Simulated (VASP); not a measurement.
SnO2, 6 atoms in the cell. Symmetry: P4_2/mnm, No. 136, tetragonal system. Conventional cell: a = 4.769 Å, b = 4.769 Å, c = 3.212 Å, α = 90.00°, β = 90.00°, γ = 90.00°. Sn (site symmetry mmm) has 6 O at 2.07 Å within 2.7 Å. Within 2.7 Å of O (site symmetry m2m) lie 3 Sn at 2.07 Å and 1 O at 2.61 Å. 

```yaml
Program: VASP 6.6.1
Task: single point
Functional: PBEsol
Potentials_or_basis: VASP PAW PBE potentials, release 64 (Sn_d, O)
Cutoff: 520 eV
k_mesh: 6 × 6 × 8
Occupations: gaussian, width 0.02 eV
Spin: no spin polarisation
Dipole_correction: no
Further_INCAR_settings: ALGO = Normal; EDIFF = 1e-06; NBANDS = 35
```

Potentials or basis: VASP PAW PBE potentials, release 64 (Sn_d, O).

Command:

```bash
$ cat potpaw_PBE.64/Sn_d/POTCAR potpaw_PBE.64/O/POTCAR > POTCAR
$ mpirun -np 1 vasp_std > vasp.out
```

Hardware: 1 thread of Intel(R) Xeon(R) Platinum 8488C (Sapphire Rapids) (shared host).

Q: How long does it take, and how much memory?

A: Run time: 53 s on 1 thread of Intel(R) Xeon(R) Platinum 8488C (Sapphire Rapids), with other jobs on the host, peak memory 0.23 GiB. Counts: scf iterations 14, k points 50.
